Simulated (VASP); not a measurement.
Write the native input for VASP 6.6.1 that does the following.

- Task: single point
- Functional: PBEsol
- Potentials or basis: VASP PAW PBE potentials, release 64 (As)
- Cutoff: 520 eV
- k mesh: 9 × 9 × 9
- Occupations: fermi-dirac, width 0.05 eV
- Spin: no spin polarisation
- Dipole correction: no
- Further INCAR settings: ALGO = Normal; EDIFF = 1e-07; NBANDS = 12

The structure of As lies in POSCAR:

```
As
1.0
    1.8807968987      1.0858785957      3.5140619945
   -1.8807968987      1.0858785957      3.5140619945
    0.0000000000     -2.1717571915      3.5140619945
As
2
Direct
    0.2260000000      0.2260000000      0.2260000000
    0.7740000000      0.7740000000      0.7740000000
```

These files were run (other wordings do the same):

INCAR

```
SYSTEM = As
PREC = Accurate
ENCUT = 520
EDIFF = 1E-7
ISMEAR = -1
SIGMA = 0.05
LREAL = .FALSE.
LASPH = .TRUE.
NELM = 80
ALGO = Normal
ISIF = 2
LWAVE = .FALSE.
LCHARG = .FALSE.
GGA = PS
NBANDS = 12
```

KPOINTS

```
Automatic mesh
0
G
  9 9 9
  0 0 0
```

Potentials or basis: VASP PAW PBE potentials, release 64 (As).

Launch:

```console
$ cat potpaw_PBE.64/As/POTCAR > POTCAR
$ mpirun -np 1 vasp_std > vasp.out
```

Results of the run:

The pressure is 0.7 GPa, the largest force is 0.440 eV/Å and the band gap on the k mesh is zero (band 5 reaches 5.33 eV, above the bottom of band 6 at 5.23 eV).

Caveat: the PAW data sets were made with another functional, which shifts forces and pressure a little.

Run time: 21 s on 1 thread of Intel(R) Xeon(R) Platinum 8488C (Sapphire Rapids) (shared host), peak memory 0.19 GiB.
